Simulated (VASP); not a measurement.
# Ni (P6_3/mmc) in VASP: a series of runs, part 2 of 2

VASP 6.6.1. Earlier steps stand in the parts before.

## 3. Single point, PBE, collinear spin, ferromagnetic start (11.20 Å³/atom)

This run uses another cell than the first one, of 11.20 Å³/atom.

The input, INCAR:

```
SYSTEM = Ni
PREC = Accurate
ENCUT = 520
EDIFF = 1E-6
ISMEAR = -1
SIGMA = 0.05
LREAL = .FALSE.
LASPH = .TRUE.
NELM = 150
ALGO = Normal
ISIF = 2
LWAVE = .FALSE.
LCHARG = .FALSE.
ISPIN = 2
MAGMOM = 1.5 1.5
LORBIT = 11
LMAXMIX = 4
GGA = PE
NBANDS = 21
```

The input, KPOINTS:

```
Automatic mesh
0
G
  15 15 8
  0 0 0
```

The input, POSCAR:

```
Ni
1.0
    2.5057766999      0.0000000000      0.0000000000
   -1.2528883499      2.1700662783      0.0000000000
    0.0000000000      0.0000000000      4.1189223954
Ni
2
Direct
    0.3333333333      0.6666666667      0.2500000000
    0.6666666667      0.3333333333      0.7500000000
```

Potentials or basis: VASP PAW PBE potentials, release 64 (Ni).

Run with:

```bash
$ cat potpaw_PBE.64/Ni/POTCAR > POTCAR
$ mpirun -np 1 vasp_std > vasp.out
```

OUTCAR:

```text
SYSTEM = Ni
   PREC = Accurate
   ENCUT = 520
   EDIFF = 1E-6
   ISMEAR = -1
   LREAL = .FALSE.
   LASPH = .TRUE.
   NELM = 150
   ISIF = 2
   ISPIN = 2
   LORBIT = 11
   GGA = PE

 ion  position               nearest neighbor table
   1  0.333  0.667  0.250-   2 2.52   2 2.52   2 2.52   2 2.52   2 2.52   2 2.52
   2  0.667  0.333  0.750-   1 2.52   1 2.52   1 2.52   1 2.52   1 2.52   1 2.52

  LATTYP: Found a hexagonal cell.
 ALAT       =     2.5057766999
 C/A-ratio  =     1.6437707301

  Lattice vectors:

 A1 = (   2.5057766999,   0.0000000000,   0.0000000000)
 A2 = (  -1.2528883499,   2.1700662783,   0.0000000000)
 A3 = (   0.0000000000,   0.0000000000,   4.1189223954)

Analysis of symmetry for initial positions (statically):
=====================================================================
 Subroutine PRICEL returns:
 Original cell was already a primitive cell.

 Routine SETGRP: Setting up the symmetry group for a
 hexagonal supercell.

 Subroutine GETGRP returns: Found 24 space group operations
 (whereof 12 operations were pure point group operations)
 out of a pool of 24 trial point group operations.

The static configuration has the point symmetry D_3d.
 The point group associated with its full space group is D_6h.

Analysis of symmetry for dynamics (positions and initial velocities):
=====================================================================
 Subroutine PRICEL returns:
 Original cell was already a primitive cell.

 Routine SETGRP: Setting up the symmetry group for a
 hexagonal supercell.

 Subroutine GETGRP returns: Found 24 space group operations
 (whereof 12 operations were pure point group operations)
 out of a pool of 24 trial point group operations.

The dynamic configuration has the point symmetry D_3d.
 The point group associated with its full space group is D_6h.

Analysis of structural, dynamic, and magnetic symmetry:
=====================================================================
 Subroutine PRICEL returns:
 Original cell was already a primitive cell.

 Routine SETGRP: Setting up the symmetry group for a
 hexagonal supercell.

 Subroutine GETGRP returns: Found 24 space group operations
 (whereof 12 operations were pure point group operations)
 out of a pool of 24 trial point group operations.

The overall configuration has the point symmetry D_3d.
 The point group associated with its full space group is D_6h.

 Subroutine INISYM returns: Found 24 space group operations
 (whereof 12 operations are pure point group operations),
 and found     1 'primitive' translations

----------------------------------------------------------------------------------------

                                     Primitive cell

  volume of cell :      22.3975

  direct lattice vectors                    reciprocal lattice vectors
     2.505776700  0.000000000  0.000000000     0.399077859  0.230407709  0.000000000
    -1.252888350  2.170066278  0.000000000     0.000000000  0.460815418  0.000000000
     0.000000000  0.000000000  4.118922395     0.000000000  0.000000000  0.242781947

[... 64 lines left out ...]
 [... further k-points ...]
   k-points           NKPTS =    135   k-points in BZ     NKDIM =    135   number of bands    NBANDS=     21
   number of dos      NEDOS =    301   number of ions     NIONS =      2
   total plane-waves  NPLWV =  12800
   dimension x,y,z NGX =    20 NGY =   20 NGZ =   32
   dimension x,y,z NGXF=    40 NGYF=   40 NGZF=   64
   ions per type =               2
   NGX,Y,Z   is equivalent  to a cutoff of  13.27, 13.27, 12.92 a.u.
   NGXF,Y,Z  is equivalent  to a cutoff of  26.54, 26.54, 25.83 a.u.
 SYSTEM =  Ni
   PREC   = accura    normal or accurate (medium, high low for compatibility)
   ISTART =      0    job   : 0-new  1-cont  2-samecut
   ICHARG =      2    charge: 1-file 2-atom 10-const
   ISPIN  =      2    spin polarized calculation?
   LNONCOLLINEAR =      F non collinear calculations
   LSORBIT =      F    spin-orbit coupling
   LASPH  =      T    aspherical Exc in radial PAW
   ENCUT  =  520.0 eV  38.22 Ry    6.18 a.u.   4.66  4.66  7.66*2*pi/ulx,y,z
   NELM   =    150;   NELMIN=  2; NELMDL= -5     # of ELM steps
   EDIFF  = 0.1E-05   stopping-criterion for ELM
   LREAL  =      F    real-space projection
[... 7 lines left out ...]
   TEBEG  =    0.0;   TEEND  =   0.0 temperature during run
   PSTRESS=    0.0 pullay stress
   NELECT =      20.0000    total number of electrons
   NUPDOWN=      -1.0000    fix difference up-down
   EMIN   =  10.00;   EMAX   =-10.00  energy-range for DOS
   EFERMI =   0.00;   METHOD = LEGACY
   ISMEAR =    -1;   SIGMA  =   0.05  broadening in eV -4-tet -1-fermi 0-gaus
   EFERMI_NEDOS =   21; number of points for ismear=-14 and -15
   IALGO  =     38    algorithm
   IMIX   =      4    mixing-type and parameters
     AMIX     =   0.40;   BMIX     =  1.00
     AMIX_MAG =   1.60;   BMIX_MAG =  1.00
  volume/ion in A,a.u.               =      11.20        75.57
  Fermi-wavevector in a.u.,A,eV,Ry     =   1.576468  2.979093 33.813899  2.485251
  Thomas-Fermi vector in A             =   2.677297
   LORBIT       =     11    0 simple, 1 ext, 2 COOP (PROOUT), +10 PAW based schemes
   GGA     = PE    functional components
   LHFCALC =     F    Hartree Fock is set to
   AEXX    =    0.0000 exact exchange contribution
   IVDW    =     0    specifies the selected vdW correction
   LEPSILON=     F    determine dielectric tensor
   LRPA    =     F    only Hartree local field effects (RPA)
 spin polarized calculation
  energy-cutoff  :      520.00
  volume of cell :       22.40
 maximum number of plane-waves:       622
 NGX is ok and might be reduce to    20
   NGX =  9   NGY =  9   NGZ = 15

 number of electron      20.0000011 magnetization       1.3005018

 Free energy of the ion-electron system (eV)
  ---------------------------------------------------
  ext. energy  EPLUGINS =         0.00000000
  ---------------------------------------------------
  free energy    TOTEN  =       -10.90173251 eV

  energy without entropy =      -10.86656831  energy(sigma->0) =      -10.88415041

 E-fermi :   8.9995     XC(G=0): -13.0850

 val. band max:        8.9990373222   @ k =   0.1333   0.1333   0.2500
 cond. band min:       8.9999224386   @ k =   0.4000  -0.0000   0.1250
 fundamental gap:      0.0008851165
 Fermi energy:         8.9994931645

 spin component 1

 k-point     1 :       0.0000    0.0000    0.0000
  band No.  band energies     occupation
      1       0.1607      1.00000
      2       4.2978      1.00000
      3       6.6076      1.00000
      4       6.7113      1.00000
      5       6.7113      1.00000
      6       6.9621      1.00000
[... 565 lines left out ...]
     20      37.2800      0.00000
     21      41.9553      0.00000

 [... further k-points ...]

 spin component 2

 k-point     1 :       0.0000    0.0000    0.0000
  band No.  band energies     occupation
      1       0.1288      1.00000
      2       4.7089      1.00000
      3       7.3309      1.00000
      4       7.4058      1.00000
      5       7.4058      1.00000
      6       7.6753      1.00000
[... 565 lines left out ...]
     20      37.3528      0.00000
     21      41.8680      0.00000

 [... further k-points ...]

------------------------ aborting loop because EDIFF is reached ----------------------------------------

  FORCE on cell =-STRESS in cart. coord.  units (eV):
  Direction    XX          YY          ZZ          XY          YZ          ZX
  --------------------------------------------------------------------------------------
  -------------------------------------------------------------------------------------
  Total       -0.6380086     -0.6380086     -0.6487517     -0.0000000      0.0000000      0.0000000
  in kB      -45.6392102    -45.6392102    -46.4077068     -0.0000000      0.0000000      0.0000000
  external PRESSURE =     -45.8953757 kB  Pullay stress =       0.0000000 kB

 VOLUME and BASIS-vectors are now :
 -----------------------------------------------------------------------------
  energy-cutoff  :      520.00
  volume of cell :       22.40
      direct lattice vectors                 reciprocal lattice vectors
     2.505776700  0.000000000  0.000000000     0.399077859  0.230407709  0.000000000
    -1.252888350  2.170066278  0.000000000     0.000000000  0.460815418  0.000000000
     0.000000000  0.000000000  4.118922395     0.000000000  0.000000000  0.242781947

 POSITION                                       TOTAL-FORCE (eV/Angst)
 -----------------------------------------------------------------------------------
     -0.00000      1.44671      1.02973         0.000000     -0.000000      0.000000
      1.25289      0.72336      3.08919        -0.000000      0.000000      0.000000
 -----------------------------------------------------------------------------------
    total drift:                               -0.000000      0.000000     -0.000000

  FREE ENERGIE OF THE ION-ELECTRON SYSTEM (eV)
  ---------------------------------------------------
  free  energy   TOTEN  =       -10.9017325129 eV

  energy  without entropy=      -10.8665683128  energy(sigma->0) =      -10.88415041

 total charge

# of ion       s       p       d       tot
------------------------------------------
    1        0.485   0.472   8.304   9.261
    2        0.485   0.472   8.304   9.261
--------------------------------------------------
tot          0.970   0.944  16.608  18.521

 magnetization (x)

# of ion       s       p       d       tot
------------------------------------------
    1       -0.005  -0.024   0.693   0.664
    2       -0.005  -0.024   0.693   0.664
--------------------------------------------------
tot         -0.009  -0.048   1.386   1.328
```

Run time: 48 s. Hardware: 1 thread of Intel Xeon 6975P-C (Granite Rapids), shared host; peak memory 0.21 GiB.

Results:

```yaml
Free_energy: -10.9017 eV
Pressure: -4.6 GPa
Net_moment: 1.30 μB per cell
Site_moments: Ni +0.66 μB
Valence_electrons_inside_the_program's_atomic_spheres: Ni 9.26
```

Stress tensor (GPa, compression positive):
```
-4.56  0.00  0.00
 0.00 -4.56  0.00
 0.00  0.00 -4.64
```

Caveat: the cell stands under tension.

## 4. Single point, PBE, collinear spin, ferromagnetic start (11.47 Å³/atom)

This run uses another cell than the first one, of 11.47 Å³/atom.

The input, INCAR:

```
PREC = Accurate ; ENCUT = 520
EDIFF = 1E-6 ; ISMEAR = -1
SIGMA = 0.05 ; LREAL = False
LASPH = True ; NELM = 150
ALGO = Normal ; ISIF = 2
LWAVE = False ; LCHARG = False
ISPIN = 2 ; MAGMOM = 1.5 1.5
LORBIT = 11 ; LMAXMIX = 4
GGA = PE ; NBANDS = 21
```

The input, KPOINTS:

```
regular mesh
0
Gamma
  15 15 8
```

The input, POSCAR:

```
Ni
1.0
    2.5259854492      0.0000000000      0.0000000000
   -1.2629927246      2.1875675686      0.0000000000
    0.0000000000      0.0000000000      4.1521409461
Ni
2
Direct
    0.3333333333      0.6666666667      0.2500000000
    0.6666666667      0.3333333333      0.7500000000
```

Potentials or basis: VASP PAW PBE potentials, release 64 (Ni).

Run with:

```bash
$ cat potpaw_PBE.64/Ni/POTCAR > POTCAR
$ mpirun -np 1 vasp_std > vasp.out
```

OUTCAR:

```text
PREC = Accurate
   ENCUT = 520
   EDIFF = 1E-6
   ISMEAR = -1
   LREAL = False
   LASPH = True
   NELM = 150
   ISIF = 2
   ISPIN = 2
   LORBIT = 11
   GGA = PE

 ion  position               nearest neighbor table
   1  0.333  0.667  0.250-   2 2.54   2 2.54   2 2.54   2 2.54   2 2.54   2 2.54
   2  0.667  0.333  0.750-   1 2.54   1 2.54   1 2.54   1 2.54   1 2.54   1 2.54

  LATTYP: Found a hexagonal cell.
 ALAT       =     2.5259854492
 C/A-ratio  =     1.6437707301

  Lattice vectors:

 A1 = (   2.5259854492,   0.0000000000,   0.0000000000)
 A2 = (  -1.2629927246,   2.1875675686,   0.0000000000)
 A3 = (   0.0000000000,   0.0000000000,   4.1521409461)

Analysis of symmetry for initial positions (statically):
=====================================================================
 Subroutine PRICEL returns:
 Original cell was already a primitive cell.

 Routine SETGRP: Setting up the symmetry group for a
 hexagonal supercell.

 Subroutine GETGRP returns: Found 24 space group operations
 (whereof 12 operations were pure point group operations)
 out of a pool of 24 trial point group operations.

The static configuration has the point symmetry D_3d.
 The point group associated with its full space group is D_6h.

Analysis of symmetry for dynamics (positions and initial velocities):
=====================================================================
 Subroutine PRICEL returns:
 Original cell was already a primitive cell.

 Routine SETGRP: Setting up the symmetry group for a
 hexagonal supercell.

 Subroutine GETGRP returns: Found 24 space group operations
 (whereof 12 operations were pure point group operations)
 out of a pool of 24 trial point group operations.

The dynamic configuration has the point symmetry D_3d.
 The point group associated with its full space group is D_6h.

Analysis of structural, dynamic, and magnetic symmetry:
[... 153 lines left out ...]
  ---------------------------------------------------
  ext. energy  EPLUGINS =         0.00000000
  ---------------------------------------------------
  free energy    TOTEN  =       -10.87946224 eV

  energy without entropy =      -10.84333176  energy(sigma->0) =      -10.86139700

 E-fermi :   8.6739     XC(G=0): -12.9448

 val. band max:        8.6738457745   @ k =   0.1333   0.1333   0.2500
 cond. band min:       8.6753428890   @ k =   0.4000  -0.0000   0.1250
 fundamental gap:      0.0014971145
 Fermi energy:         8.6739375741

 spin component 1

 k-point     1 :       0.0000    0.0000    0.0000
  band No.  band energies     occupation
      1      -0.0015      1.00000
      2       4.0962      1.00000
      3       6.3388      1.00000
      4       6.4401      1.00000
      5       6.4401      1.00000
      6       6.6810      1.00000
[... 565 lines left out ...]
     20      36.5080      0.00000
     21      41.2319      0.00000

 [... further k-points ...]

 spin component 2

 k-point     1 :       0.0000    0.0000    0.0000
  band No.  band energies     occupation
      1      -0.0363      1.00000
      2       4.5091      1.00000
      3       7.0658      1.00000
      4       7.1377      1.00000
      5       7.1377      1.00000
      6       7.3971      1.00000
[... 565 lines left out ...]
     20      36.5769      0.00000
     21      41.1395      0.00000

 [... further k-points ...]

------------------------ aborting loop because EDIFF is reached ----------------------------------------

  FORCE on cell =-STRESS in cart. coord.  units (eV):
  Direction    XX          YY          ZZ          XY          YZ          ZX
  --------------------------------------------------------------------------------------
  -------------------------------------------------------------------------------------
  Total       -1.2126867     -1.2126867     -1.2164226      0.0000000      0.0000000      0.0000000
  in kB      -84.6827182    -84.6827182    -84.9436010      0.0000000      0.0000000      0.0000000
  external PRESSURE =     -84.7696791 kB  Pullay stress =       0.0000000 kB

 VOLUME and BASIS-vectors are now :
 -----------------------------------------------------------------------------
  energy-cutoff  :      520.00
  volume of cell :       22.94
      direct lattice vectors                 reciprocal lattice vectors
     2.525985449  0.000000000  0.000000000     0.395885099  0.228564369  0.000000000
    -1.262992725  2.187567569  0.000000000     0.000000000  0.457128737  0.000000000
     0.000000000  0.000000000  4.152140946     0.000000000  0.000000000  0.240839609

 POSITION                                       TOTAL-FORCE (eV/Angst)
 -----------------------------------------------------------------------------------
     -0.00000      1.45838      1.03804         0.000000      0.000000      0.000000
      1.26299      0.72919      3.11411        -0.000000      0.000000      0.000000
 -----------------------------------------------------------------------------------
    total drift:                               -0.000000      0.000000     -0.000000

  FREE ENERGIE OF THE ION-ELECTRON SYSTEM (eV)
  ---------------------------------------------------
  free  energy   TOTEN  =       -10.8794622381 eV

  energy  without entropy=      -10.8433317624  energy(sigma->0) =      -10.86139700

 total charge

# of ion       s       p       d       tot
------------------------------------------
    1        0.475   0.452   8.295   9.222
    2        0.475   0.452   8.295   9.222
--------------------------------------------------
tot          0.950   0.904  16.589  18.443

 magnetization (x)

# of ion       s       p       d       tot
------------------------------------------
    1       -0.005  -0.024   0.698   0.669
    2       -0.005  -0.024   0.698   0.669
--------------------------------------------------
tot         -0.009  -0.048   1.395   1.338
```

OSZICAR:

```text
N       E                     dE             d eps       ncg     rms          rms(c)
DAV:   1     0.956219567357E+02    0.95622E+02   -0.88927E+03 12155   0.133E+03
DAV:   2    -0.719239902537E+01   -0.10281E+03   -0.94758E+02 11550   0.231E+02
DAV:   3    -0.127752865123E+02   -0.55829E+01   -0.53541E+01 12916   0.618E+01
DAV:   4    -0.128420097629E+02   -0.66723E-01   -0.66676E-01 13005   0.641E+00
DAV:   5    -0.128438449069E+02   -0.18351E-02   -0.18351E-02 13076   0.106E+00    0.139E+01
DAV:   6    -0.116969130709E+02    0.11469E+01   -0.79778E+00 13251   0.601E+01    0.976E+00
DAV:   7    -0.109040029598E+02    0.79291E+00   -0.18923E+00 13027   0.253E+01    0.235E+00
DAV:   8    -0.108858643344E+02    0.18139E-01   -0.12643E-02 14256   0.940E-01    0.134E+00
DAV:   9    -0.108814897374E+02    0.43746E-02   -0.58518E-04 16561   0.256E-01    0.500E-01
DAV:  10    -0.108794145160E+02    0.20752E-02   -0.38360E-04 16867   0.451E-01    0.125E-01
DAV:  11    -0.108794780500E+02   -0.63534E-04   -0.83418E-05 14118   0.123E-01    0.330E-02
DAV:  12    -0.108794615175E+02    0.16532E-04   -0.48188E-06 15636   0.383E-02    0.236E-02
DAV:  13    -0.108794622381E+02   -0.72062E-06   -0.20521E-06 11591   0.152E-02
   1 F= -.10879462E+02 E0= -.10861397E+02  d E =-.361305E-01  mag=     1.3050
```

Wall time 47 s (1 thread of Intel Xeon 6975P-C (Granite Rapids), shared host); peak memory 0.21 GiB.

What came out:

| Quantity | Value |
| --- | --- |
| Free energy | -10.8795 eV |
| Pressure | -8.5 GPa |
| Net moment | 1.31 μB per cell |
| Site moments | Ni +0.67 μB |
| Valence electrons inside the program's atomic spheres | Ni 9.22 |

Caveat: the cell stands under tension.

## 5. Summary

```csv
cell,gap on the mesh (eV),pressure (GPa),moment (μB)
"a = 2.485, b = 2.485, c = 4.085 Å, angles 90.0, 90.0, 120.0°, 2 atoms",none,-0.1,1.29
"a = 2.506, b = 2.506, c = 4.119 Å, angles 90.0, 90.0, 120.0°, 2 atoms",none,-4.6,1.30
"a = 2.526, b = 2.526, c = 4.152 Å, angles 90.0, 90.0, 120.0°, 2 atoms",none,-8.5,1.31
```

Alike in all rows: task single point; level PBE; potentials or basis VASP PAW PBE potentials, release 64 (Ni); spin collinear, ferromagnetic start; k mesh 15 × 15 × 8; cutoff (eV) 520; smearing fermi-dirac 0.05 eV.

Caveats: the cell stands under tension (at least some runs).

Absolute energies hang on the potentials; compare differences alone.
